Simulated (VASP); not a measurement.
# PbS in VASP: further runs

PbS is run at these levels: PBE; tasks: single point.

Everything below comes from runs of VASP 6.6.1. Logs are shortened: lines on timing, memory, paths and dates and some standing lists are left out, and cuts for length are marked.

### 1 The cell of the first run

Symmetry: Fm-3m, No. 225, cubic system. Conventional cell: a = 6.046 Å, b = 6.046 Å, c = 6.046 Å, α = 90.00°, β = 90.00°, γ = 90.00°. Pb (site symmetry m-3m) has 6 S at 3.02 Å within 4.0 Å. Within 4.0 Å of S (site symmetry m-3m) lie 6 Pb at 3.02 Å.

### 2 Single point, PBE (volume scaled by 1.06)

Contents of INCAR:

```
PREC     = Accurate       # precision mode
ENCUT    = 520            # plane-wave cutoff, eV
EDIFF    = 1E-7           # SCF threshold, eV
ISMEAR   = -1             # smearing method
SIGMA    = 0.01           # smearing width, eV
LREAL    = False          # projectors in reciprocal space
LASPH    = True           # aspherical terms in the spheres
NELM     = 100            # most SCF steps
ALGO     = Normal         # electronic algorithm
ISIF     = 2              # what is computed and relaxed
LWAVE    = False          # write WAVECAR
LCHARG   = True           # write CHGCAR
GGA      = PE             # functional
LELF     = True           # ELF
LVHAR    = True         
NBANDS   = 17             # bands
```

Contents of KPOINTS:

```
regular mesh
0
Gamma
  8 8 8
```

Contents of POSCAR:

```
PbS
1.0
    0.0000000000      3.0231520185      3.0231520185
    3.0231520185      0.0000000000      3.0231520185
    3.0231520185      3.0231520185      0.0000000000
Pb S
1 1
Direct
    0.0000000000      0.0000000000      0.0000000000
    0.5000000000      0.5000000000      0.5000000000
```

Potentials or basis: VASP PAW PBE potentials, release 64 (Pb_d, S).

On the command line:

```
> cat potpaw_PBE.64/Pb_d/POTCAR potpaw_PBE.64/S/POTCAR > POTCAR
> mpirun -np 1 vasp_std > vasp.out
```

OUTCAR:

```text
PREC = Accurate
   ENCUT = 520
   EDIFF = 1E-7
   ISMEAR = -1
   LREAL = False
   LASPH = True
   NELM = 100
   ISIF = 2
   GGA = PE

 ion  position               nearest neighbor table
   1  0.000  0.000  0.000-   2 3.02   2 3.02   2 3.02   2 3.02   2 3.02   2 3.02
   2  0.500  0.500  0.500-   1 3.02   1 3.02   1 3.02   1 3.02   1 3.02   1 3.02

  LATTYP: Found a face centered cubic cell.
 ALAT       =     6.0463040370

  Lattice vectors:

 A1 = (   0.0000000000,   3.0231520185,   3.0231520185)
 A2 = (   3.0231520185,   0.0000000000,   3.0231520185)
 A3 = (   3.0231520185,   3.0231520185,   0.0000000000)

Analysis of symmetry for initial positions (statically):
=====================================================================
 Subroutine PRICEL returns:
 Original cell was already a primitive cell.

 Routine SETGRP: Setting up the symmetry group for a
 face centered cubic supercell.

 Subroutine GETGRP returns: Found 48 space group operations
 (whereof 48 operations were pure point group operations)
 out of a pool of 48 trial point group operations.

The static configuration has the point symmetry O_h .

Analysis of symmetry for dynamics (positions and initial velocities):
=====================================================================
 Subroutine PRICEL returns:
 Original cell was already a primitive cell.

 Routine SETGRP: Setting up the symmetry group for a
 face centered cubic supercell.

 Subroutine GETGRP returns: Found 48 space group operations
 (whereof 48 operations were pure point group operations)
 out of a pool of 48 trial point group operations.

The dynamic configuration has the point symmetry O_h .

 Subroutine INISYM returns: Found 48 space group operations
 (whereof 48 operations are pure point group operations),
 and found     1 'primitive' translations

----------------------------------------------------------------------------------------

                                     Primitive cell

  volume of cell :      55.2599

  direct lattice vectors                    reciprocal lattice vectors
     0.000000000  3.023152018  3.023152018    -0.165390294  0.165390294  0.165390294
     3.023152018  0.000000000  3.023152018     0.165390294 -0.165390294  0.165390294
     3.023152018  3.023152018  0.000000000     0.165390294  0.165390294 -0.165390294

  length of vectors
     4.275382586  4.275382586  4.275382586     0.286464392  0.286464392  0.286464392

  position of ions in fractional coordinates (direct lattice)
     0.000000000  0.000000000  0.000000000
     0.500000000  0.500000000  0.500000000

  ion indices of the primitive-cell ions
   primitive index   ion index
                 1           1
                 2           2

----------------------------------------------------------------------------------------

 KPOINTS: regular mesh

Automatic generation of k-mesh.
 Grid dimensions read from file:
 generate k-points for:    8    8    8

 Generating k-lattice:

  Cartesian coordinates                     Fractional coordinates (reciprocal lattice)
    -0.020673787  0.020673787  0.020673787     0.125000000  0.000000000  0.000000000
     0.020673787 -0.020673787  0.020673787     0.000000000  0.125000000  0.000000000
     0.020673787  0.020673787 -0.020673787     0.000000000  0.000000000  0.125000000

  Length of vectors
     0.035808049  0.035808049  0.035808049

  Shift w.r.t. Gamma in fractional coordinates (k-lattice)
     0.000000000  0.000000000  0.000000000

 Subroutine IBZKPT returns following result:
 ===========================================

 Found     29 irreducible k-points:

 Following reciprocal coordinates:
            Coordinates               Weight
  0.000000  0.000000  0.000000      1.000000
  0.125000  0.000000  0.000000      8.000000
  0.250000  0.000000  0.000000      8.000000
  0.375000  0.000000  0.000000      8.000000
  0.500000  0.000000  0.000000      4.000000
  0.125000  0.125000  0.000000      6.000000
[... 16 lines left out ...]
  0.500000  0.250000  0.125000     48.000000
 -0.375000  0.250000  0.125000     24.000000
 [... further k-points ...]
   k-points           NKPTS =     29   k-points in BZ     NKDIM =     29   number of bands    NBANDS=     17
   number of dos      NEDOS =    301   number of ions     NIONS =      2
   total plane-waves  NPLWV =  32768
   dimension x,y,z NGX =    32 NGY =   32 NGZ =   32
   dimension x,y,z NGXF=    64 NGYF=   64 NGZF=   64
   ions per type =               1   1
   NGX,Y,Z   is equivalent  to a cutoff of  12.44, 12.44, 12.44 a.u.
   NGXF,Y,Z  is equivalent  to a cutoff of  24.89, 24.89, 24.89 a.u.
 SYSTEM =  unknown system
   PREC   = accura    normal or accurate (medium, high low for compatibility)
   ISTART =      0    job   : 0-new  1-cont  2-samecut
   ICHARG =      2    charge: 1-file 2-atom 10-const
   ISPIN  =      1    spin polarized calculation?
   LNONCOLLINEAR =      F non collinear calculations
   LSORBIT =      F    spin-orbit coupling
   LASPH  =      T    aspherical Exc in radial PAW
   ENCUT  =  520.0 eV  38.22 Ry    6.18 a.u.   7.95  7.95  7.95*2*pi/ulx,y,z
   NELM   =    100;   NELMIN=  2; NELMDL= -5     # of ELM steps
   EDIFF  = 0.1E-06   stopping-criterion for ELM
   LREAL  =      F    real-space projection
   EDIFFG = 0.1E-05   stopping-criterion for IOM
   NSW    =      0    number of steps for IOM
   IBRION =     -1    ionic relax: 0-MD 1-quasi-New 2-CG
   NFREE  =      0    steps in history (QN), initial steepest desc. (CG)
   ISIF   =      2    stress and relaxation
   ISYM   =      2    0-nonsym 1-usesym 2-fastsym
   POTIM  = 0.5000    time-step for ionic-motion
   TEBEG  =    0.0;   TEEND  =   0.0 temperature during run
   PSTRESS=    0.0 pullay stress
   NELECT =      20.0000    total number of electrons
   NUPDOWN=      -1.0000    fix difference up-down
   EMIN   =  10.00;   EMAX   =-10.00  energy-range for DOS
   EFERMI =   0.00;   METHOD = LEGACY
   ISMEAR =    -1;   SIGMA  =   0.01  broadening in eV -4-tet -1-fermi 0-gaus
   EFERMI_NEDOS =   21; number of points for ismear=-14 and -15
   IALGO  =     38    algorithm
   IMIX   =      4    mixing-type and parameters
     AMIX     =   0.40;   BMIX     =  1.00
     AMIX_MAG =   1.60;   BMIX_MAG =  1.00
  volume/ion in A,a.u.               =      27.63       186.46
  Fermi-wavevector in a.u.,A,eV,Ry     =   1.166670  2.204687 18.519159  1.361120
  Thomas-Fermi vector in A             =   2.303181
   LORBIT       =      0    0 simple, 1 ext, 2 COOP (PROOUT), +10 PAW based schemes
   GGA     = PE    functional components
   LHFCALC =     F    Hartree Fock is set to
   AEXX    =    0.0000 exact exchange contribution
   IVDW    =     0    specifies the selected vdW correction
   LEPSILON=     F    determine dielectric tensor
   LRPA    =     F    only Hartree local field effects (RPA)
 non-spin polarized calculation
  energy-cutoff  :      520.00
  volume of cell :       55.26
 maximum number of plane-waves:      1524
   NGX = 15   NGY = 15   NGZ = 15

 number of electron      20.0000006 magnetization

 Free energy of the ion-electron system (eV)
  ---------------------------------------------------
  ext. energy  EPLUGINS =         0.00000000
  ---------------------------------------------------
  free energy    TOTEN  =        -8.76681554 eV

  energy without entropy =       -8.76681554  energy(sigma->0) =       -8.76681554

 E-fermi :   5.2483     XC(G=0):  -9.4146

 val. band max:        5.0322661228   @ k =   0.5000   0.0000   0.0000
 cond. band min:       5.5904032723   @ k =   0.5000   0.0000   0.0000
 fundamental gap:      0.5581371496
 Fermi energy:         5.2483451194

 k-point     1 :       0.0000    0.0000    0.0000
  band No.  band energies     occupation
      1     -11.6554      2.00000
      2     -11.6554      2.00000
      3     -11.6554      2.00000
      4     -11.6377      2.00000
      5     -11.6377      2.00000
      6      -8.0093      2.00000
[... 9 lines left out ...]
     16      11.9588      0.00000
     17      13.9023      0.00000

 k-point     2 :       0.1250    0.0000    0.0000
  band No.  band energies     occupation
      1     -11.6547      2.00000
      2     -11.6526      2.00000
      3     -11.6526      2.00000
      4     -11.6386      2.00000
      5     -11.6386      2.00000
      6      -7.8882      2.00000
[... 9 lines left out ...]
     16      12.3047      0.00000
     17      14.9262      0.00000

 k-point     3 :       0.2500    0.0000    0.0000
  band No.  band energies     occupation
      1     -11.6548      2.00000
      2     -11.6548      2.00000
      3     -11.6533      2.00000
      4     -11.6318      2.00000
      5     -11.6318      2.00000
      6      -7.5545      2.00000
[... 9 lines left out ...]
     16      13.1329      0.00000
     17      16.7086      0.00000

 k-point     4 :       0.3750    0.0000    0.0000
  band No.  band energies     occupation
      1     -11.6618      2.00000
      2     -11.6618      2.00000
      3     -11.6521      2.00000
      4     -11.6201      2.00000
      5     -11.6201      2.00000
      6      -7.1290      2.00000
[... 9 lines left out ...]
     16      14.3371      0.00000
     17      16.6461      0.00000

 k-point     5 :       0.5000    0.0000    0.0000
  band No.  band energies     occupation
      1     -11.6650      2.00000
      2     -11.6650      2.00000
      3     -11.6517      2.00000
      4     -11.6149      2.00000
      5     -11.6149      2.00000
      6      -6.9052      2.00000
[... 9 lines left out ...]
     16      15.2982      0.00000
     17      15.5200      0.00000

 k-point     6 :       0.1250    0.1250    0.0000
  band No.  band energies     occupation
      1     -11.6583      2.00000
      2     -11.6485      2.00000
      3     -11.6485      2.00000
      4     -11.6469      2.00000
      5     -11.6347      2.00000
      6      -7.8466      2.00000
[... 9 lines left out ...]
     16      12.9940      0.00000
     17      14.3329      0.00000
[... 281 lines left out ...]
 k-point    21 :       0.5000    0.5000    0.0000
  band No.  band energies     occupation
      1     -11.7509      2.00000
      2     -11.6752      2.00000
      3     -11.6171      2.00000
      4     -11.6069      2.00000
      5     -11.6069      2.00000
      6      -6.5648      2.00000
[... 9 lines left out ...]
     16      17.0824      0.00000
     17      17.3846      0.00000

 k-point    22 :       0.3750    0.2500    0.1250
  band No.  band energies     occupation
      1     -11.6734      2.00000
      2     -11.6580      2.00000
      3     -11.6441      2.00000
      4     -11.6323      2.00000
      5     -11.6227      2.00000
      6      -7.2747      2.00000
[... 9 lines left out ...]
     16      14.8825      0.00000
     17      15.2384      0.00000

 k-point    23 :       0.5000    0.2500    0.1250
  band No.  band energies     occupation
      1     -11.6848      2.00000
      2     -11.6522      2.00000
      3     -11.6465      2.00000
      4     -11.6274      2.00000
      5     -11.6182      2.00000
      6      -6.9044      2.00000
[... 9 lines left out ...]
     16      15.3261      0.00000
     17      16.2756      0.00000

 k-point    24 :      -0.3750    0.2500    0.1250
  band No.  band energies     occupation
      1     -11.6890      2.00000
      2     -11.6526      2.00000
      3     -11.6407      2.00000
      4     -11.6314      2.00000
      5     -11.6148      2.00000
      6      -6.7212      2.00000
[... 9 lines left out ...]
     16      16.0151      0.00000
     17      16.1837      0.00000

 [... further k-points ...]
[... 5 lines left out ...]
  --------------------------------------------------------------------------------------
  -------------------------------------------------------------------------------------
  Total       -0.3520490     -0.3520490     -0.3520490      0.0000000      0.0000000     -0.0000000
  in kB      -10.2071310    -10.2071310    -10.2071310      0.0000000      0.0000000     -0.0000000
  external PRESSURE =     -10.2071310 kB  Pullay stress =       0.0000000 kB

 VOLUME and BASIS-vectors are now :
 -----------------------------------------------------------------------------
  energy-cutoff  :      520.00
  volume of cell :       55.26
      direct lattice vectors                 reciprocal lattice vectors
     0.000000000  3.023152018  3.023152018    -0.165390294  0.165390294  0.165390294
     3.023152018  0.000000000  3.023152018     0.165390294 -0.165390294  0.165390294
     3.023152018  3.023152018  0.000000000     0.165390294  0.165390294 -0.165390294

 POSITION                                       TOTAL-FORCE (eV/Angst)
 -----------------------------------------------------------------------------------
      0.00000      0.00000      0.00000        -0.000000      0.000000      0.000000
      3.02315      3.02315      3.02315         0.000000      0.000000      0.000000
 -----------------------------------------------------------------------------------
    total drift:                                0.000000     -0.000000     -0.000000

  FREE ENERGIE OF THE ION-ELECTRON SYSTEM (eV)
  ---------------------------------------------------
  free  energy   TOTEN  =        -8.7668155366 eV

  energy  without entropy=       -8.7668155366  energy(sigma->0) =       -8.76681554
```

It took 9.2 s on 1 thread of Intel Xeon 6975P-C (Granite Rapids), shared host; peak memory 0.18 GiB.

Results:

```yaml
Free_energy: -8.7668 eV
Pressure: -1.0 GPa
Band_gap_on_the_k_mesh: 0.56 eV, direct
```

Caveat: spin-orbit coupling is left out, which moves the levels of the heavy elements.

### 3 Single point, PBE (volume scaled by 0.975)

Contents of INCAR:

```
SYSTEM = PbS
ALGO     = Normal         ! electronic algorithm
EDIFF    = 1E-6           ! SCF threshold, eV
ENCUT    = 520            ! plane-wave cutoff, eV
GGA      = PE             ! functional
ISIF     = 2              ! what is computed and relaxed
ISMEAR   = -1             ! smearing method
LASPH    = .True.         ! aspherical terms in the spheres
LCHARG   = .True.         ! write CHGCAR
LELF     = .True.         ! ELF
LREAL    = .False.        ! projectors in reciprocal space
LVHAR    = .True.       
LWAVE    = .False.        ! write WAVECAR
NBANDS   = 17             ! bands
NELM     = 60             ! most SCF steps
PREC     = Accurate       ! precision mode
SIGMA    = 0.01           ! smearing width, eV
```

Contents of KPOINTS:

```
k-points
0
Gamma
  8 8 8
  0 0 0
```

Contents of POSCAR:

```
PbS
1.0
    0.0000000000      2.9400828556      2.9400828556
    2.9400828556      0.0000000000      2.9400828556
    2.9400828556      2.9400828556      0.0000000000
Pb S
1 1
Direct
    0.0000000000      0.0000000000      0.0000000000
    0.5000000000      0.5000000000      0.5000000000
```

Potentials or basis: VASP PAW PBE potentials, release 64 (Pb_d, S).

On the command line:

```
> cat potpaw_PBE.64/Pb_d/POTCAR potpaw_PBE.64/S/POTCAR > POTCAR
> mpirun -np 1 vasp_std > vasp.out
```

Wall time 31 s (1 thread of Intel Xeon 8259CL, shared host); peak memory 0.18 GiB.

The run converged. Its results:

```
Free energy            : -8.7303 eV
Pressure               : 3.9 GPa
Band gap on the k mesh : 0.26 eV, direct
```

Levels at points of the mesh, in eV from the valence-band top:
```
           k point  band 6  band 7  band 8  band 9  band 10  band 11  band 12  band 13  band 14  band 15
(0.00, 0.00, 0.00)  -13.87   -6.02   -2.34   -2.34    -2.34     5.26     5.26     5.26     6.63     6.63
(0.50, 0.00, 0.00)  -12.56   -9.04   -1.93   -1.93     0.00     0.26     1.87     1.87     8.66    10.04
(0.50, 0.50, 0.00)  -12.08   -7.27   -5.46   -3.65    -3.65     3.71     5.63     5.75     5.75    11.16
```

Caveat: spin-orbit coupling is left out, which moves the levels of the heavy elements.

### 4 Single point, PBE (volume scaled by 1.025)

Contents of INCAR:

```
SYSTEM = PbS
PREC = Accurate
ENCUT = 520
EDIFF = 1E-7
ISMEAR = -1
SIGMA = 0.01
LREAL = .FALSE.
LASPH = .TRUE.
NELM = 60
ALGO = Normal
ISIF = 2
LWAVE = .FALSE.
LCHARG = .FALSE.
GGA = PE
NBANDS = 17
```

Contents of KPOINTS:

```
regular mesh
0
G
  8 8 8
  0 0 0
```

Contents of POSCAR:

```
PbS
1.0
    0.0000000000      2.9895052435      2.9895052435
    2.9895052435      0.0000000000      2.9895052435
    2.9895052435      2.9895052435      0.0000000000
Pb S
1 1
Direct
    0.0000000000      0.0000000000      0.0000000000
    0.5000000000      0.5000000000      0.5000000000
```

On the command line:

```
> cat potpaw_PBE.64/Pb_d/POTCAR potpaw_PBE.64/S/POTCAR > POTCAR
> mpirun -np 1 vasp_std > vasp.out
```

Wall time 40 s (1 thread of Intel Xeon 8259CL, shared host); peak memory 0.18 GiB.

The run converged. Its results:

```
Free energy            : -8.7679 eV
Pressure               : 0.7 GPa
Band gap on the k mesh : 0.45 eV, direct
```

Levels at points of the mesh, in eV from the valence-band top:
| k point | band 8 | band 9 | band 10 | band 11 | band 12 | band 13 |
| --- | --- | --- | --- | --- | --- | --- |
| (0.00, 0.00, 0.00) | -2.03 | -2.03 | -2.03 | 5.17 | 5.17 | 5.17 |
| (0.50, 0.00, 0.00) | -1.66 | -1.66 | 0.00 | 0.45 | 2.04 | 2.04 |
| (0.50, 0.50, 0.00) | -4.97 | -3.26 | -3.26 | 3.99 | 5.52 | 5.62 |

Caveat: spin-orbit coupling is left out, which moves the levels of the heavy elements.

(Part 1 of 2 ends here.)
